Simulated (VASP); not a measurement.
# SnSe: relaxation of cell and atoms with PBEsol

SnSe:

```
CELL_PARAMETERS angstrom
0.00000 3.01000 3.01000
3.01000 0.00000 3.01000
3.01000 3.01000 0.00000
ATOMIC_POSITIONS crystal
Sn 0.00000 0.00000 0.00000
Se 0.50000 0.50000 0.50000
```

* Program: VASP 6.6.1
* Task: relaxation of cell and atoms
* Functional: PBEsol
* Potentials or basis: VASP PAW PBE potentials, release 64 (Sn_d, Se)
* Cutoff: 600 eV
* k mesh: 8 × 8 × 8
* Occupations: fermi-dirac, width 0.05 eV
* Spin: no spin polarisation
* Dipole correction: no
* Further INCAR settings: ALGO = Normal; EDIFF = 1e-07; IBRION = 2; EDIFFG = -0.005; NSW = 80; ISIF = 3

```
Relaxed volume                         : 26.30 Å³/atom
Relaxed cell                           : a = 4.205 Å, b = 4.205 Å, c = 4.205 Å, α = 60.00°, β = 60.00°, γ = 60.00°
Space group after relaxing (to 0.05 Å) : Fm-3m (No. 225)
Energy gained by relaxing              : 5.9 meV/atom
Ionic steps                            : 3
Pressure after relaxing                : 0.0 GPa
Band gap on the k mesh                 : 0.75 eV, indirect (least direct gap 0.81 eV)
```

The path:
```
step  energy change (eV)  largest force (eV/Å)  pressure (GPa)  volume (Å³)
   1              0.0000                0.0000           -1.90        54.54
   2             -0.0108                0.0000            0.62        52.03
   3             -0.0119                0.0000            0.01        52.59
```

Final structure:
```xyz
2
Lattice="0.0000 2.9737 2.9737 2.9737 0.0000 2.9737 2.9737 2.9737 0.0000" Properties=species:S:1:pos:R:3 pbc="T T T"
Sn    0.0000    0.0000    0.0000
Se    2.9737    2.9737    2.9737
```

Levels at points of the mesh, in eV from the valence-band top:
| k point | band 6 | band 7 | band 8 | band 9 | band 10 | band 11 | band 12 | band 13 | band 14 |
| --- | --- | --- | --- | --- | --- | --- | --- | --- | --- |
| (0.00, 0.00, 0.00) | -14.02 | -4.88 | -2.18 | -2.18 | -2.18 | 4.53 | 4.53 | 4.53 | 5.87 |
| (0.50, 0.00, 0.00) | -13.00 | -8.16 | -1.92 | -1.92 | 0.00 | 0.81 | 1.30 | 1.30 | 8.34 |
| (0.50, 0.50, 0.00) | -12.68 | -5.94 | -5.65 | -3.71 | -3.71 | 2.91 | 5.64 | 5.64 | 6.28 |

Run time: 55 s on 1 thread of Intel Xeon 6975P-C (shared host), peak memory 0.23 GiB.

Caveat: the PAW data sets were made with another functional, which shifts forces and pressure a little; spin-orbit coupling is left out, which moves the levels of the heavy elements. A k mesh can miss the band edges.
